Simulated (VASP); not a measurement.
Set up this calculation in VASP 6.6.1, as the native input.

```
Task                   : single point
Functional             : r2SCAN
Potentials or basis    : VASP PAW PBE potentials, release 64 (P)
Cutoff                 : 520 eV
k mesh                 : 18 × 18 × 18
Occupations            : gaussian, width 0.15 eV
Spin                   : no spin polarisation
Dipole correction      : no
Further INCAR settings : ALGO = Normal; EDIFF = 1e-06; NBANDS = 12
```

The system is P.

```
P
1.0
     1.72573    0.99635    3.17663
    -1.72573    0.99635    3.17663
     0.00000   -1.99270    3.17663
P
2
Direct
  0.22708 0.22708 0.22708
  0.77292 0.77292 0.77292
```

This cell differs from its parent crystal: strain +0.000 along x and y, +0.015 along z.

One way to write it, as run:

POSCAR

```
P
1.0
    1.7257251780      0.9963478961      3.1766252123
   -1.7257251780      0.9963478961      3.1766252123
    0.0000000000     -1.9926957921      3.1766252123
P
2
Direct
    0.2270802500      0.2270802500      0.2270802500
    0.7729197500      0.7729197500      0.7729197500
```

INCAR.step1

```
PREC = Accurate ; ENCUT = 520
ISMEAR = 0 ; SIGMA = 0.15
LREAL = F ; LASPH = T
NELM = 60 ; NBANDS = 12
GGA = PE ; ALGO = Normal
EDIFF = 1E-4 ; LWAVE = T
LCHARG = F
```

INCAR.step2

```
PREC = Accurate ; ENCUT = 520
EDIFF = 1E-6 ; ISMEAR = 0
SIGMA = 0.15 ; LREAL = F
LASPH = T ; NELM = 60
ALGO = Normal ; ISIF = 2
LWAVE = F ; LCHARG = F
METAGGA = R2SCAN ; LMIXTAU = T
NBANDS = 12 ; ISTART = 1
```

KPOINTS

```
Automatic mesh
0
Gamma
  18 18 18
```

Potentials or basis: VASP PAW PBE potentials, release 64 (P).

The run is started by

```bash
$ cat potpaw_PBE.64/P/POTCAR > POTCAR
$ cp INCAR.step1 INCAR
$ mpirun -np 1 vasp_std > vasp.out
$ cp INCAR.step2 INCAR
$ mpirun -np 1 vasp_std > vasp.out
```

Results of the run:

The pressure is -1.0 GPa and the largest force is 0.164 eV/Å. The band gap on the k mesh is zero (bands 5 and 6 overlap by 0.80 eV).

Caveat: the cell differs from its parent crystal (strain +0.000 along x and y, +0.015 along z); the PAW data sets were made with another functional, which shifts forces and pressure a little.

It took 6.8 min on 1 thread of AMD EPYC 9R45 96-Core Processor (Zen 5), on a shared host, peak memory 0.26 GiB.
